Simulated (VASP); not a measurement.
# KTaO3 in VASP: notebook, part 2 of 4

VASP 6.6.1. Earlier steps stand in the parts before.

### 3 Electric field gradients, PBE (equal xy, yz and zx shear strains of -2 %)

INCAR

```
ALGO = Normal
EDIFF = 1E-8
ENCUT = 520
GGA = PE
ISIF = 2
ISMEAR = -1
LASPH = T
LCHARG = F
LEFG = T
LREAL = F
LWAVE = F
NBANDS = 27
NELM = 100
PREC = Accurate
SIGMA = 0.01
```

KPOINTS

```
k-points
0
Gamma
  5 5 5
```

POSCAR

```
KTaO3
1.0
    3.9883000000     -0.0398830000     -0.0398830000
   -0.0398830000      3.9883000000     -0.0398830000
   -0.0398830000     -0.0398830000      3.9883000000
K Ta O
1 1 3
Direct
    0.5000000000      0.5000000000      0.5000000000
    0.0000000000      0.0000000000      0.0000000000
    0.5000000000      0.0000000000      0.0000000000
    0.0000000000      0.5000000000      0.0000000000
    0.0000000000      0.0000000000      0.5000000000
```

Potentials or basis: VASP PAW PBE potentials, release 64 (K_sv, Ta_pv, O).

Started as:

```bash
$ cat potpaw_PBE.64/K_sv/POTCAR potpaw_PBE.64/Ta_pv/POTCAR potpaw_PBE.64/O/POTCAR > POTCAR
$ mpirun -np 1 vasp_std > vasp.out
```

OUTCAR:

```text
EDIFF = 1E-8
   ENCUT = 520
   GGA = PE
   ISIF = 2
   ISMEAR = -1
   LASPH = T
   LREAL = F
   NELM = 100
   PREC = Accurate

 ion  position               nearest neighbor table
   1  0.500  0.500  0.500-   3 2.79   4 2.79   5 2.79   3 2.79   4 2.79   5 2.79   5 2.85   3 2.85
                             4 2.85   5 2.85   4 2.85   3 2.85   2 3.38   2 3.38   2 3.48   2 3.48
   2  0.000  0.000  0.000-   3 1.99   4 1.99   5 1.99   5 1.99   4 1.99   3 1.99   1 3.38   1 3.38
                             1 3.48   1 3.48   1 3.48   1 3.48   1 3.48   1 3.48
   3  0.500  0.000  0.000-   2 1.99   2 1.99   1 2.79   1 2.79   1 2.85   1 2.85
   4  0.000  0.500  0.000-   2 1.99   2 1.99   1 2.79   1 2.79   1 2.85   1 2.85
   5  0.000  0.000  0.500-   2 1.99   2 1.99   1 2.79   1 2.79   1 2.85   1 2.85

  LATTYP: Found a trigonal (rhomboedric) cell.
 ALAT       =     3.9886988101
 COS(alpha) =    -0.0198960208

  Lattice vectors:

 A1 = (   3.9883000000,  -0.0398830000,  -0.0398830000)
 A2 = (  -0.0398830000,   3.9883000000,  -0.0398830000)
 A3 = (  -0.0398830000,  -0.0398830000,   3.9883000000)

Analysis of symmetry for initial positions (statically):
=====================================================================
 Subroutine PRICEL returns:
 Original cell was already a primitive cell.

 Routine SETGRP: Setting up the symmetry group for a
 trigonal (rhombohedral) supercell.

 Subroutine GETGRP returns: Found 12 space group operations
 (whereof 12 operations were pure point group operations)
 out of a pool of 12 trial point group operations.

The static configuration has the point symmetry D_3d.

Analysis of symmetry for dynamics (positions and initial velocities):
=====================================================================
[... 741 lines left out ...]
  Total        2.4293094      2.4293094      2.4293094      0.8000515      0.8000515      0.8000515
  in kB       61.3707088     61.3707088     61.3707088     20.2113931     20.2113931     20.2113931
  external PRESSURE =      61.3707088 kB  Pullay stress =       0.0000000 kB

 VOLUME and BASIS-vectors are now :
 -----------------------------------------------------------------------------
  energy-cutoff  :      520.00
  volume of cell :       63.42
      direct lattice vectors                 reciprocal lattice vectors
     3.988300000 -0.039883000 -0.039883000     0.250784059  0.002533172  0.002533172
    -0.039883000  3.988300000 -0.039883000     0.002533172  0.250784059  0.002533172
    -0.039883000 -0.039883000  3.988300000     0.002533172  0.002533172  0.250784059

 POSITION                                       TOTAL-FORCE (eV/Angst)
 -----------------------------------------------------------------------------------
      1.95427      1.95427      1.95427         0.000000     -0.000000     -0.000000
      0.00000      0.00000      0.00000        -0.000000      0.000000      0.000000
      1.99415     -0.01994     -0.01994        -0.000000      0.000000      0.000000
     -0.01994      1.99415     -0.01994        -0.000000      0.000000      0.000000
     -0.01994     -0.01994      1.99415        -0.000000      0.000000      0.000000
 -----------------------------------------------------------------------------------
    total drift:                                0.000000     -0.000000      0.000000

  FREE ENERGIE OF THE ION-ELECTRON SYSTEM (eV)
  ---------------------------------------------------
  free  energy   TOTEN  =       -41.0000355409 eV

  energy  without entropy=      -41.0000355409  energy(sigma->0) =      -41.00003554

 Electric field gradients (V/A^2)
---------------------------------------------------------------------
 ion       V_xx      V_yy      V_zz      V_xy      V_xz      V_yz
---------------------------------------------------------------------
   1       0.000    -0.000    -0.000    -1.429    -1.429    -1.429
   2      -0.000    -0.000    -0.000    22.862    22.862    22.862
   3      19.783    -9.892    -9.892    -2.601    -2.601     1.104
   4      -9.892    19.783    -9.892    -2.601     1.104    -2.601
   5      -9.892    -9.892    19.783     1.104    -2.601    -2.601
---------------------------------------------------------------------

 Electric field gradients after diagonalization (V/A^2)
 (convention: |V_zz| > |V_xx| > |V_yy|)
----------------------------------------------------------------------
 ion       V_xx      V_yy      V_zz     asymmetry (V_yy - V_xx)/ V_zz
----------------------------------------------------------------------
   1       1.429     1.429    -2.858       0.000
   2     -22.862   -22.862    45.725       0.000
   3     -10.995    -9.254    20.249       0.086
   4     -10.995    -9.254    20.249       0.086
   5     -10.995    -9.254    20.249       0.086
----------------------------------------------------------------------

           NMR quadrupolar parameters

 Cq : quadrupolar parameter    Cq=e*Q*V_zz/h
 eta: asymmetry parameters     (V_yy - V_xx)/ V_zz
 Q  : nuclear electric quadrupole moment in mb (millibarn)
----------------------------------------------------------------------
 ion       Cq(MHz)       eta       Q (mb)
----------------------------------------------------------------------
   1      -0.007       0.000       1.000
   2       0.111       0.000       1.000
   3       0.049       0.086       1.000
   4       0.049       0.086       1.000
   5       0.049       0.086       1.000
----------------------------------------------------------------------
```

OSZICAR:

```text
N       E                     dE             d eps       ncg     rms          rms(c)
DAV:   1     0.325500078250E+03    0.32550E+03   -0.20936E+04  1026   0.142E+03
DAV:   2    -0.300577693185E+02   -0.35556E+03   -0.34509E+03  1202   0.404E+02
DAV:   3    -0.489496338520E+02   -0.18892E+02   -0.18797E+02  1465   0.916E+01
DAV:   4    -0.495718145600E+02   -0.62218E+00   -0.62128E+00  1620   0.105E+01
DAV:   5    -0.495761869769E+02   -0.43724E-02   -0.43720E-02  1360   0.888E-01    0.340E+01
DAV:   6    -0.412192761980E+02    0.83569E+01   -0.34282E+01  1208   0.397E+01    0.129E+01
DAV:   7    -0.410657220205E+02    0.15355E+00   -0.17598E+00  1349   0.845E+00    0.929E+00
DAV:   8    -0.410223312918E+02    0.43391E-01   -0.40498E-01  1244   0.532E+00    0.317E+00
DAV:   9    -0.410016928012E+02    0.20638E-01   -0.35523E-02  1265   0.150E+00    0.515E-01
DAV:  10    -0.410000316558E+02    0.16611E-02   -0.14807E-02  1394   0.778E-01    0.859E-02
DAV:  11    -0.410000034402E+02    0.28216E-04   -0.10776E-03  1420   0.205E-01    0.317E-02
DAV:  12    -0.410000311666E+02   -0.27726E-04   -0.46485E-05  1392   0.574E-02    0.968E-03
DAV:  13    -0.410000356465E+02   -0.44799E-05   -0.63667E-06  1364   0.199E-02    0.439E-03
DAV:  14    -0.410000356803E+02   -0.33815E-07   -0.81914E-07  1370   0.573E-03    0.400E-03
DAV:  15    -0.410000355607E+02    0.11965E-06   -0.12783E-07  1258   0.283E-03    0.367E-04
DAV:  16    -0.410000355339E+02    0.26781E-07   -0.18712E-08  1013   0.883E-04    0.118E-04
DAV:  17    -0.410000355409E+02   -0.69963E-08   -0.59513E-10   664   0.188E-04
   1 F= -.41000036E+02 E0= -.41000036E+02  d E =-.104850E-11
```

stdout:

```text
POSCAR found type information on POSCAR K TaO
 POSCAR found :  3 types and       5 ions
 scaLAPACK will be used
 LDA part: xc-table for (Slater+PW92), standard interpolation
 POSCAR, INCAR and KPOINTS ok, starting setup
 FFT: planning ... GRIDC
 FFT: planning ... GRID_SOFT
 FFT: planning ... GRID
 WAVECAR not read
 entering main loop
ion   1

ion   2

ion   3
     0.0000293     0.7351893    -0.3150295     0.4612221     0.7351893    -0.7988601
     0.0000403     0.7351893    -0.3150295     0.4612221     0.7351893    -0.7988600
     0.0000555     0.7351893    -0.3150295     0.4612220     0.7351893    -0.7988600
     0.0000765     0.7351893    -0.3150295     0.4612220     0.7351893    -0.7988599

     0.0000293     2.3322385    -0.9701127     5.0320336     2.3322385    -8.7157378
     0.0000403     2.3322381    -0.9701125     5.0320324     2.3322381    -8.7157358
     0.0000555     2.3322374    -0.9701123     5.0320304     2.3322374    -8.7157324
     0.0000765     2.3322363    -0.9701118     5.0320271     2.3322363    -8.7157266

ion   4
     0.0000293     0.7351893     0.7351893     0.4612221    -0.3150295     0.7988601
     0.0000403     0.7351893     0.7351893     0.4612221    -0.3150295     0.7988600
     0.0000555     0.7351893     0.7351893     0.4612220    -0.3150295     0.7988600
     0.0000765     0.7351893     0.7351893     0.4612220    -0.3150295     0.7988599

     0.0000293     2.3322385     2.3322385     5.0320336    -0.9701127     8.7157378
     0.0000403     2.3322381     2.3322381     5.0320324    -0.9701125     8.7157358
     0.0000555     2.3322374     2.3322374     5.0320304    -0.9701123     8.7157324
     0.0000765     2.3322363     2.3322363     5.0320271    -0.9701118     8.7157266

ion   5
```

It took 35 s on 1 thread of Intel Xeon 6975P-C, shared host; peak memory 0.19 GiB.

Results:

```yaml
Free_energy: -41.0000 eV
Pressure: 6.1 GPa
Band_gap_on_the_k_mesh: 2.21 eV, indirect (least direct gap 2.64 eV)
```

Levels at points of the mesh, in eV from the valence-band top:
```
           k point  band 15  band 16  band 17  band 18  band 19  band 20  band 21  band 22  band 23  band 24
(0.00, 0.00, 0.00)    -0.92    -0.92    -0.54    -0.54    -0.44     2.21     2.30     2.30     6.73     6.86
```

Electric field gradients, principal values (V/Å²):
```csv
atom,least,middle,greatest (by size)
1 K,1.429,1.429,-2.858
2 Ta,-22.862,-22.862,45.725
3 O,-9.254,-10.995,20.249
4 O,-9.254,-10.995,20.249
5 O,-9.254,-10.995,20.249
```

Caveat: the cell differs from its parent crystal (equal xy, yz and zx shear strains of -2 %); without QUAD_EFG the Cq values of the log hold for a quadrupole moment of 1 mb, not for the nuclei; spin-orbit coupling is left out, which moves the levels of the heavy elements.

(Part 2 of 4 ends here.)
